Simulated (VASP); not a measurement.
# ZrB (Immm) in VASP: further runs

The runs below take ZrB through single point, with PBEsol.

All numbers are computed with VASP 6.6.1; they aren't measurements. Logs are shortened: lines on timing, memory, paths and dates and some standing lists are left out, and cuts for length are marked.

## 1. The cell of the first run

The structure is orthorhombic, space group Immm (No. 71). Conventional cell: a = 3.214 Å, b = 3.362 Å, c = 4.650 Å, α = 90.00°, β = 90.00°, γ = 90.00°. Within 3.4 Å of Zr (site symmetry mmm) lie 6 B at 2.33 Å and 12 Zr at 3.21 to 3.36 Å. B (site symmetry mmm) has 6 Zr at 2.33 Å and 12 B at 3.21 to 3.36 Å within 3.4 Å.

## 2. Single point, PBEsol (strain +0.0450 x Voigt [0, 0, 0, 0, 1, 0])

INCAR

```
PREC = Accurate
ENCUT = 520
EDIFF = 1E-7
ISMEAR = 0
SIGMA = 0.15
LREAL = F
LASPH = T
NELM = 100
ALGO = Normal
ISIF = 2
LWAVE = F
LCHARG = T
GGA = PS
LELF = T
LVHAR = T
NBANDS = 14
```

KPOINTS

```
regular mesh
0
Gamma
  18 18 18
```

POSCAR

```
ZrB
1.0
    0.0523125000      2.3250000000      2.3250000000
    2.3773125000      0.0000000000      2.3773125000
    2.3250000000      2.3250000000      0.0523125000
Zr B
1 1
Direct
    0.0000000000      0.0000000000      0.0000000000
    0.5000000000      0.5000000000      0.5000000000
```

Potentials or basis: VASP PAW PBE potentials, release 64 (Zr_sv, B).

Run with:

```console
cat potpaw_PBE.64/Zr_sv/POTCAR potpaw_PBE.64/B/POTCAR > POTCAR
mpirun -np 1 vasp_std > vasp.out
```

OUTCAR:

```text
PREC = Accurate
   ENCUT = 520
   EDIFF = 1E-7
   ISMEAR = 0
   LREAL = F
   LASPH = T
   NELM = 100
   ISIF = 2
   GGA = PS

 ion  position               nearest neighbor table
   1  0.000  0.000  0.000-   2 2.33   2 2.33   2 2.33   2 2.33   2 2.33   2 2.33
   2  0.500  0.500  0.500-   1 2.33   1 2.33   1 2.33   1 2.33   1 2.33   1 2.33

  LATTYP: Found a body centered orthorhombic cell.
 ALAT       =     3.2140654855
 B/A-ratio  =     1.0460358056
 C/A-ratio  =     1.4467657927

  Lattice vectors:

 A1 = (   0.0523125000,  -2.3250000000,   2.3250000000)
 A2 = (  -0.0523125000,  -2.3250000000,  -2.3250000000)
 A3 = (   2.3250000000,   2.3250000000,   0.0523125000)

Analysis of symmetry for initial positions (statically):
=====================================================================
 Subroutine PRICEL returns:
 Original cell was already a primitive cell.

 Routine SETGRP: Setting up the symmetry group for a
 body centered orthorhombic supercell.

 Subroutine GETGRP returns: Found  8 space group operations
 (whereof  8 operations were pure point group operations)
 out of a pool of  8 trial point group operations.

The static configuration has the point symmetry D_2h.

Analysis of symmetry for dynamics (positions and initial velocities):
=====================================================================
 Subroutine PRICEL returns:
 Original cell was already a primitive cell.

 Routine SETGRP: Setting up the symmetry group for a
 body centered orthorhombic supercell.

 Subroutine GETGRP returns: Found  8 space group operations
 (whereof  8 operations were pure point group operations)
 out of a pool of  8 trial point group operations.

The dynamic configuration has the point symmetry D_2h.

 Subroutine INISYM returns: Found  8 space group operations
 (whereof  8 operations are pure point group operations),
 and found     1 'primitive' translations

----------------------------------------------------------------------------------------

                                     Primitive cell

  volume of cell :      25.1234

  direct lattice vectors                    reciprocal lattice vectors
     0.052312500  2.325000000  2.325000000    -0.220003850  0.215053763  0.220003850
     2.377312500  0.000000000  2.377312500     0.210321529 -0.215053763  0.210321529
     2.325000000  2.325000000  0.052312500     0.220003850  0.215053763 -0.220003850

  length of vectors
     3.288462650  3.362027579  3.288462650     0.378221508  0.367040069  0.378221508

  position of ions in fractional coordinates (direct lattice)
     0.000000000  0.000000000  0.000000000
     0.500000000  0.500000000  0.500000000

  ion indices of the primitive-cell ions
   primitive index   ion index
                 1           1
                 2           2

----------------------------------------------------------------------------------------

 KPOINTS: regular mesh

Automatic generation of k-mesh.
 Grid dimensions read from file:
 generate k-points for:   18   18   18

 Generating k-lattice:

  Cartesian coordinates                     Fractional coordinates (reciprocal lattice)
    -0.012222436  0.011947431  0.012222436     0.055555556  0.000000000  0.000000000
     0.011684529 -0.011947431  0.011684529     0.000000000  0.055555556  0.000000000
     0.012222436  0.011947431 -0.012222436     0.000000000  0.000000000  0.055555556

  Length of vectors
     0.021012306  0.020391115  0.021012306

  Shift w.r.t. Gamma in fractional coordinates (k-lattice)
     0.000000000  0.000000000  0.000000000

 Subroutine IBZKPT returns following result:
 ===========================================

 Found    865 irreducible k-points:

 Following reciprocal coordinates:
            Coordinates               Weight
  0.000000  0.000000  0.000000      1.000000
  0.055556  0.000000  0.000000      4.000000
  0.111111  0.000000  0.000000      4.000000
  0.166667  0.000000 -0.000000      4.000000
  0.222222  0.000000  0.000000      4.000000
  0.277778  0.000000  0.000000      4.000000
[... 16 lines left out ...]
 -0.333333  0.055556  0.000000      8.000000
 -0.277778  0.055556 -0.000000      8.000000
 [... further k-points ...]
   k-points           NKPTS =    865   k-points in BZ     NKDIM =    865   number of bands    NBANDS=     14
   number of dos      NEDOS =    301   number of ions     NIONS =      2
   total plane-waves  NPLWV =  16128
   dimension x,y,z NGX =    24 NGY =   28 NGZ =   24
   dimension x,y,z NGXF=    48 NGYF=   56 NGZF=   48
   ions per type =               1   1
   NGX,Y,Z   is equivalent  to a cutoff of  12.13, 13.85, 12.13 a.u.
   NGXF,Y,Z  is equivalent  to a cutoff of  24.27, 27.69, 24.27 a.u.
 SYSTEM =  unknown system
   PREC   = accura    normal or accurate (medium, high low for compatibility)
   ISTART =      0    job   : 0-new  1-cont  2-samecut
   ICHARG =      2    charge: 1-file 2-atom 10-const
   ISPIN  =      1    spin polarized calculation?
   LNONCOLLINEAR =      F non collinear calculations
   LSORBIT =      F    spin-orbit coupling
   LASPH  =      T    aspherical Exc in radial PAW
   ENCUT  =  520.0 eV  38.22 Ry    6.18 a.u.   6.11  6.25  6.11*2*pi/ulx,y,z
   NELM   =    100;   NELMIN=  2; NELMDL= -5     # of ELM steps
   EDIFF  = 0.1E-06   stopping-criterion for ELM
   LREAL  =      F    real-space projection
   EDIFFG = 0.1E-05   stopping-criterion for IOM
   NSW    =      0    number of steps for IOM
   IBRION =     -1    ionic relax: 0-MD 1-quasi-New 2-CG
   NFREE  =      0    steps in history (QN), initial steepest desc. (CG)
   ISIF   =      2    stress and relaxation
   ISYM   =      2    0-nonsym 1-usesym 2-fastsym
   POTIM  = 0.5000    time-step for ionic-motion
   TEBEG  =    0.0;   TEEND  =   0.0 temperature during run
   PSTRESS=    0.0 pullay stress
   NELECT =      15.0000    total number of electrons
   NUPDOWN=      -1.0000    fix difference up-down
   EMIN   =  10.00;   EMAX   =-10.00  energy-range for DOS
   EFERMI =   0.00;   METHOD = LEGACY
   ISMEAR =     0;   SIGMA  =   0.15  broadening in eV -4-tet -1-fermi 0-gaus
   EFERMI_NEDOS =   21; number of points for ismear=-14 and -15
   IALGO  =     38    algorithm
   IMIX   =      4    mixing-type and parameters
     AMIX     =   0.40;   BMIX     =  1.00
     AMIX_MAG =   1.60;   BMIX_MAG =  1.00
  volume/ion in A,a.u.               =      12.56        84.77
  Fermi-wavevector in a.u.,A,eV,Ry     =   1.378517  2.605020 25.855292  1.900310
  Thomas-Fermi vector in A             =   2.503572
   LORBIT       =      0    0 simple, 1 ext, 2 COOP (PROOUT), +10 PAW based schemes
   GGA     = PS    functional components
   LHFCALC =     F    Hartree Fock is set to
   AEXX    =    0.0000 exact exchange contribution
   IVDW    =     0    specifies the selected vdW correction
   LEPSILON=     F    determine dielectric tensor
   LRPA    =     F    only Hartree local field effects (RPA)
 non-spin polarized calculation
 Gauss-broadening in eV      SIGMA  =   0.15
  energy-cutoff  :      520.00
  volume of cell :       25.12
 maximum number of plane-waves:       691
   NGX = 13   NGY = 13   NGZ = 13

 number of electron      15.0000000 magnetization

 Free energy of the ion-electron system (eV)
  ---------------------------------------------------
  ext. energy  EPLUGINS =         0.00000000
  ---------------------------------------------------
  free energy    TOTEN  =       -16.61022580 eV

  energy without entropy =      -16.59832864  energy(sigma->0) =      -16.60427722

 E-fermi :   8.9296     XC(G=0): -12.3341

 val. band max:        8.9285971270   @ k =   0.1667   0.3889  -0.0000
 cond. band min:       8.9358270869   @ k =   0.2222   0.4444   0.0556
 fundamental gap:      0.0072299599
 Fermi energy:         8.9296049299

 k-point     1 :       0.0000    0.0000    0.0000
  band No.  band energies     occupation
      1     -37.7462      2.00000
      2     -15.5564      2.00000
      3     -15.5133      2.00000
      4     -15.4714      2.00000
      5       0.6020      2.00000
      6      10.4980      0.00000
      7      10.7680      0.00000
      8      11.1332      0.00000
      9      12.6041      0.00000
     10      12.6351      0.00000
     11      12.6374      0.00000
     12      12.7580      0.00000
     13      12.9603      0.00000
     14      20.0434      0.00000

 k-point     2 :       0.0556    0.0000    0.0000
  band No.  band energies     occupation
      1     -37.7422      2.00000
      2     -15.5592      2.00000
      3     -15.5305      2.00000
      4     -15.4912      2.00000
      5       0.6897      2.00000
      6      10.4838      0.00000
      7      10.6513      0.00000
      8      10.9707      0.00000
      9      11.6945      0.00000
     10      11.8004      0.00000
     11      13.0122      0.00000
     12      13.7326      0.00000
     13      13.8393      0.00000
     14      20.2777      0.00000

 k-point     3 :       0.1111    0.0000    0.0000
  band No.  band energies     occupation
      1     -37.7308      2.00000
      2     -15.6147      2.00000
      3     -15.5671      2.00000
      4     -15.5124      2.00000
      5       0.9456      2.00000
      6      10.0837      0.00000
      7      10.1768      0.00000
      8      10.5417      0.00000
      9      11.2948      0.00000
     10      11.4820      0.00000
     11      13.2439      0.00000
     12      14.9482      0.00000
     13      15.0222      0.00000
     14      20.9360      0.00000
[... 324 lines left out ...]
 k-point    23 :      -0.3333    0.0556    0.0000
  band No.  band energies     occupation
      1     -37.6386      2.00000
      2     -16.2965      2.00000
      3     -15.6582      2.00000
      4     -15.5938      2.00000
      5       3.3544      2.00000
      6       6.7721      2.00000
      7       7.7666      2.00000
      8       8.0032      2.00000
      9      13.3381      0.00000
     10      13.8360      0.00000
     11      14.7606      0.00000
     12      19.7491      0.00000
     13      20.0604      0.00000
     14      21.1338      0.00000

 k-point    24 :      -0.2778    0.0556   -0.0000
  band No.  band energies     occupation
      1     -37.6594      2.00000
      2     -16.1485      2.00000
      3     -15.6452      2.00000
      4     -15.5723      2.00000
      5       2.7206      2.00000
      6       7.4592      2.00000
      7       8.1536      2.00000
      8       8.3766      2.00000
      9      12.6692      0.00000
     10      13.2380      0.00000
     11      14.3000      0.00000
     12      18.5849      0.00000
     13      19.9673      0.00000
     14      21.2888      0.00000

 [... further k-points ...]

------------------------ aborting loop because EDIFF is reached ----------------------------------------

  FORCE on cell =-STRESS in cart. coord.  units (eV):
  Direction    XX          YY          ZZ          XY          YZ          ZX
  --------------------------------------------------------------------------------------
  -------------------------------------------------------------------------------------
  Total        4.6725621      4.6725495      4.6725621      0.0000000      0.0000000     -0.4128132
  in kB      297.9797275    297.9789188    297.9797275      0.0000000      0.0000000    -26.3260208
  external PRESSURE =     297.9794579 kB  Pullay stress =       0.0000000 kB

 VOLUME and BASIS-vectors are now :
 -----------------------------------------------------------------------------
  energy-cutoff  :      520.00
  volume of cell :       25.12
      direct lattice vectors                 reciprocal lattice vectors
     0.052312500  2.325000000  2.325000000    -0.220003850  0.215053763  0.220003850
     2.377312500  0.000000000  2.377312500     0.210321529 -0.215053763  0.210321529
     2.325000000  2.325000000  0.052312500     0.220003850  0.215053763 -0.220003850

 POSITION                                       TOTAL-FORCE (eV/Angst)
 -----------------------------------------------------------------------------------
      0.00000      0.00000      0.00000        -0.000000      0.000000     -0.000000
      2.37731      2.32500      2.37731         0.000000      0.000000      0.000000
 -----------------------------------------------------------------------------------
    total drift:                                0.000000     -0.000000     -0.000000

  FREE ENERGIE OF THE ION-ELECTRON SYSTEM (eV)
  ---------------------------------------------------
  free  energy   TOTEN  =       -16.6102258016 eV

  energy  without entropy=      -16.5983286376  energy(sigma->0) =      -16.60427722
```

Wall time 4.9 min (1 thread of Intel Xeon Platinum 8375C at 2.90GHz (Ice Lake), shared host); peak memory 0.41 GiB.

What came out:

```
Free energy            : -16.6102 eV
Pressure               : 29.8 GPa
Band gap on the k mesh : zero (an odd number of electrons rules out a gap without spin polarisation)
```

Caveat: the cell differs from its parent crystal (strain +0.0450 x Voigt [0, 0, 0, 0, 1, 0]); the cell stands under pressure; the PAW data sets were made with another functional, which shifts forces and pressure a little.

(Continued in part 2 of 2.)
